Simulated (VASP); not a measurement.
# Ba (Im-3m) in VASP: notebook, part 2 of 2

VASP 6.6.1. Earlier steps stand in the parts before.

## Step 4: Single point, r2SCAN

This run uses another cell than the first one, of 63.95 Å³/atom, 1.031 times its volume.

File POSCAR:

```
Ba
1.0
   -2.5192328710      2.5192328710      2.5192328710
    2.5192328710     -2.5192328710      2.5192328710
    2.5192328710      2.5192328710     -2.5192328710
Ba
1
Direct
    0.0000000000      0.0000000000      0.0000000000
```

File INCAR.step1:

```
SYSTEM = Ba
PREC     = Accurate       ! precision mode
ENCUT    = 520            ! plane-wave cutoff, eV
ISMEAR   = -1             ! smearing method
SIGMA    = 0.1            ! smearing width, eV
LREAL    = .False.        ! projectors in reciprocal space
LASPH    = .True.         ! aspherical terms in the spheres
NELM     = 80             ! most SCF steps
NBANDS   = 11             ! bands
GGA      = PE             ! functional
ALGO     = Normal         ! electronic algorithm
EDIFF    = 1E-4           ! SCF threshold, eV
LWAVE    = .True.         ! write WAVECAR
LCHARG   = .False.        ! write CHGCAR
```

File INCAR.step2:

```
SYSTEM = Ba
PREC     = Accurate       ! precision mode
ENCUT    = 520            ! plane-wave cutoff, eV
EDIFF    = 1E-6           ! SCF threshold, eV
ISMEAR   = -1             ! smearing method
SIGMA    = 0.1            ! smearing width, eV
LREAL    = .False.        ! projectors in reciprocal space
LASPH    = .True.         ! aspherical terms in the spheres
NELM     = 80             ! most SCF steps
ALGO     = Normal         ! electronic algorithm
ISIF     = 2              ! what is computed and relaxed
LWAVE    = .False.        ! write WAVECAR
LCHARG   = .False.        ! write CHGCAR
METAGGA  = R2SCAN         ! meta-GGA
LMIXTAU  = .True.       
NBANDS   = 11             ! bands
ISTART   = 1
```

File KPOINTS:

```
regular mesh
0
Gamma
  10 10 10
  0 0 0
```

On the command line:

```
$ cat potpaw_PBE.64/Ba_sv/POTCAR > POTCAR
$ cp INCAR.step1 INCAR
$ mpirun -np 1 vasp_std > vasp.out
$ cp INCAR.step2 INCAR
$ mpirun -np 1 vasp_std > vasp.out
```

It took 40 s on 1 thread of Intel Xeon 6975P-C (Granite Rapids), shared host; peak memory 0.2 GiB.

The run converged. Its results:

* Free energy: -26.4521 eV
* Pressure: 0.2 GPa
* Band gap on the k mesh: zero (band 5 reaches 2.05 eV, above the bottom of band 6 at 1.08 eV)

Levels at points of the mesh, in eV from the Fermi level:
| k point | band 2 | band 3 | band 4 | band 5 | band 6 | band 7 | band 8 | band 9 |
| --- | --- | --- | --- | --- | --- | --- | --- | --- |
| (0.00, 0.00, 0.00) | -14.49 | -14.49 | -14.49 | -2.89 | 2.11 | 2.11 | 2.11 | 3.44 |
| (0.50, 0.00, 0.00) | -14.94 | -14.63 | -14.50 | -0.88 | 0.88 | 1.15 | 3.49 | 4.05 |
| (0.50, 0.50, 0.50) | -14.80 | -14.80 | -14.80 | -0.61 | -0.61 | 4.62 | 4.62 | 4.62 |

Caveat: the PAW data sets were made with another functional, which shifts forces and pressure a little; spin-orbit coupling is left out, which moves the levels of the heavy elements.

## Step 5: Single point, r2SCAN

This run uses another cell than the first one, of 63.95 Å³/atom, 1.031 times its volume.

POSCAR is that of step 4.

File INCAR.step1:

```
  PREC = Accurate
  ENCUT = 520
  ISMEAR = -1
  SIGMA = 0.1
  LREAL = False
  LASPH = True
  NELM = 80
  NBANDS = 11
  GGA = PE
  ALGO = Normal
  EDIFF = 1E-4
  LWAVE = True
  LCHARG = False
```

File INCAR.step2:

```
  PREC = Accurate
  ENCUT = 520
  EDIFF = 1E-6
  ISMEAR = -1
  SIGMA = 0.1
  LREAL = False
  LASPH = True
  NELM = 80
  ALGO = Normal
  ISIF = 2
  LWAVE = False
  LCHARG = False
  METAGGA = R2SCAN
  LMIXTAU = True
  NBANDS = 11
  ISTART = 1
```

File KPOINTS:

```
Automatic mesh
0
Gamma
  10 10 10
```

Potentials or basis: VASP PAW PBE potentials, release 64 (Ba_sv).

On the command line:

```
$ cat potpaw_PBE.64/Ba_sv/POTCAR > POTCAR
$ cp INCAR.step1 INCAR
$ mpirun -np 1 vasp_std > vasp.out
$ cp INCAR.step2 INCAR
$ mpirun -np 1 vasp_std > vasp.out
```

OUTCAR:

```text
PREC = Accurate
   ENCUT = 520
   EDIFF = 1E-6
   ISMEAR = -1
   LREAL = False
   LASPH = True
   NELM = 80
   ISIF = 2
   METAGGA = R2SCAN
   ISTART = 1

 ion  position               nearest neighbor table
   1  0.000  0.000  0.000-

  LATTYP: Found a body centered cubic cell.
 ALAT       =     5.0384657420

  Lattice vectors:

 A1 = (  -2.5192328710,   2.5192328710,   2.5192328710)
 A2 = (   2.5192328710,  -2.5192328710,   2.5192328710)
 A3 = (   2.5192328710,   2.5192328710,  -2.5192328710)

Analysis of symmetry for initial positions (statically):
=====================================================================
 Subroutine PRICEL returns:
 Original cell was already a primitive cell.

 Routine SETGRP: Setting up the symmetry group for a
 body centered cubic supercell.

 Subroutine GETGRP returns: Found 48 space group operations
 (whereof 48 operations were pure point group operations)
 out of a pool of 48 trial point group operations.

The static configuration has the point symmetry O_h .

Analysis of symmetry for dynamics (positions and initial velocities):
[... 155 lines left out ...]

 E-fermi :   1.6890     XC(G=0):  -7.7776

 val. band max:        1.6836008186   @ k =  -0.4000  -0.4000   0.2000
 cond. band min:       1.7043810879   @ k =  -0.4000  -0.4000   0.1000
 fundamental gap:      0.0207802693
 Fermi energy:         1.6889595257

 k-point     1 :       0.0000    0.0000    0.0000
  band No.  band energies     occupation
      1     -28.2612      2.00000
      2     -12.8013      2.00000
      3     -12.8013      2.00000
      4     -12.8013      2.00000
      5      -1.1986      2.00000
      6       3.7988      0.00000
      7       3.7988      0.00000
      8       3.7988      0.00000
      9       5.1307      0.00000
     10       5.1307      0.00000
     11       8.9240      0.00000
[... 309 lines left out ...]
 k-point    24 :      -0.3000    0.3000    0.1000
  band No.  band energies     occupation
      1     -28.2292      2.00000
      2     -13.0990      2.00000
      3     -12.9097      2.00000
      4     -12.8374      2.00000
      5       0.3506      2.00000
      6       2.6779      0.00010
      7       3.0731      0.00000
      8       4.3828      0.00000
      9       5.3578      0.00000
     10       5.7092      0.00000
     11       8.7500      0.00000

 [... further k-points ...]
[... 5 lines left out ...]
  --------------------------------------------------------------------------------------
  -------------------------------------------------------------------------------------
  Total        0.0902754      0.0902754      0.0902754      0.0000000      0.0000000      0.0000000
  in kB        2.2615973      2.2615973      2.2615973      0.0000000      0.0000000      0.0000000
  external PRESSURE =       2.2615973 kB  Pullay stress =       0.0000000 kB

 VOLUME and BASIS-vectors are now :
 -----------------------------------------------------------------------------
  energy-cutoff  :      520.00
  volume of cell :       63.95
      direct lattice vectors                 reciprocal lattice vectors
    -2.519232871  2.519232871  2.519232871     0.000000000  0.198473117  0.198473117
     2.519232871 -2.519232871  2.519232871     0.198473117  0.000000000  0.198473117
     2.519232871  2.519232871 -2.519232871     0.198473117  0.198473117  0.000000000

 POSITION                                       TOTAL-FORCE (eV/Angst)
 -----------------------------------------------------------------------------------
      0.00000      0.00000      0.00000        -0.000000     -0.000000     -0.000000
 -----------------------------------------------------------------------------------
    total drift:                                0.000000      0.000000     -0.000000

  FREE ENERGIE OF THE ION-ELECTRON SYSTEM (eV)
  ---------------------------------------------------
  free  energy   TOTEN  =       -26.4520836897 eV

  energy  without entropy=      -26.4093808828  energy(sigma->0) =      -26.43073229
```

OUTCAR.step1:

```text
PREC = Accurate
   ENCUT = 520
   ISMEAR = -1
   LREAL = False
   LASPH = True
   NELM = 80
[... 550 lines left out ...]
 POSITION                                       TOTAL-FORCE (eV/Angst)
 -----------------------------------------------------------------------------------
      0.00000      0.00000      0.00000        -0.000000      0.000000     -0.000000
 -----------------------------------------------------------------------------------
    total drift:                                0.000000      0.000000     -0.000000

  FREE ENERGIE OF THE ION-ELECTRON SYSTEM (eV)
  ---------------------------------------------------
  free  energy   TOTEN  =        -1.9288297121 eV

  energy  without entropy=       -1.8837625134  energy(sigma->0) =       -1.90629611
```

OSZICAR.step1:

```text
N       E                     dE             d eps       ncg     rms          rms(c)
DAV:   1     0.537097012685E+02    0.53710E+02   -0.42090E+03  1034   0.745E+02
DAV:   2     0.743682292388E+00   -0.52966E+02   -0.51387E+02  1228   0.134E+02
DAV:   3    -0.185542145530E+01   -0.25991E+01   -0.25813E+01  1352   0.312E+01
DAV:   4    -0.192676599601E+01   -0.71345E-01   -0.71237E-01  1413   0.440E+00
DAV:   5    -0.192808152843E+01   -0.13155E-02   -0.13151E-02  1330   0.451E-01    0.160E+00
DAV:   6    -0.192799468060E+01    0.86848E-04   -0.34014E-03  1266   0.536E-01    0.953E-01
DAV:   7    -0.192863718511E+01   -0.64250E-03   -0.65443E-03  1181   0.860E-01    0.436E-02
DAV:   8    -0.192882135687E+01   -0.18417E-03   -0.33215E-04  1504   0.111E-01    0.313E-02
DAV:   9    -0.192882971211E+01   -0.83552E-05   -0.67340E-06   658   0.243E-02
   1 F= -.19288297E+01 E0= -.19062961E+01  d E =-.450672E-01
```

Wall time 41 s (1 thread of Intel Xeon 6975P-C (Granite Rapids), shared host); peak memory 0.2 GiB.

What came out:

```yaml
Free_energy: -26.4521 eV
Pressure: 0.2 GPa
Band_gap_on_the_k_mesh: zero (band 5 reaches 2.05 eV, above the bottom of band 6 at 1.08 eV)
```

Levels at points of the mesh, in eV from the Fermi level:
| k point | band 1 | band 2 | band 3 | band 4 | band 5 | band 6 | band 7 | band 8 | band 9 | band 10 |
| --- | --- | --- | --- | --- | --- | --- | --- | --- | --- | --- |
| (0.00, 0.00, 0.00) | -29.95 | -14.49 | -14.49 | -14.49 | -2.89 | 2.11 | 2.11 | 2.11 | 3.44 | 3.44 |
| (0.50, 0.00, 0.00) | -29.91 | -14.94 | -14.63 | -14.50 | -0.88 | 0.88 | 1.15 | 3.49 | 4.05 | 5.47 |
| (0.50, 0.50, 0.50) | -29.87 | -14.80 | -14.80 | -14.80 | -0.61 | -0.61 | 4.62 | 4.62 | 4.62 | 4.99 |

Caveat: the PAW data sets were made with another functional, which shifts forces and pressure a little; spin-orbit coupling is left out, which moves the levels of the heavy elements.
